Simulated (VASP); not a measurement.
A run of VASP 6.6.1 is set up as follows.

The input INCAR:

```
PREC = Accurate ; ENCUT = 520
EDIFF = 1E-6 ; ISMEAR = 0
SIGMA = 0.15 ; LREAL = False
LASPH = True ; NELM = 100
ALGO = Fast ; ISIF = 2
LWAVE = False ; LCHARG = False
GGA = PS ; NBANDS = 8
```

Contents of KPOINTS:

```
regular mesh
0
Gamma
  28 28 28
```

POSCAR

```
Al
1.0
   -1.5239986597      1.6075054355      1.6075054355
    1.6075054355     -1.5239986597      1.6075054355
    1.6075054355      1.6075054355     -1.5239986597
Al
1
Direct
    0.0000000000      0.0000000000      0.0000000000
```

Potentials or basis: VASP PAW PBE potentials, release 64 (Al).

The run is started by

```bash
$ cat potpaw_PBE.64/Al/POTCAR > POTCAR
$ mpirun -np 1 vasp_std > vasp.out
```

Question: Estimate the band gap on the k mesh.

Answer: Zero (an odd number of electrons rules out a gap without spin polarisation).

Question: Predict the pressure.

Answer: 0.6 GPa.

Stress tensor (GPa, compression positive):
```
 0.62 -1.95 -1.95
-1.95  0.62 -1.95
-1.95 -1.95  0.62
```

Caveat: the PAW data sets were made with another functional, which shifts forces and pressure a little.
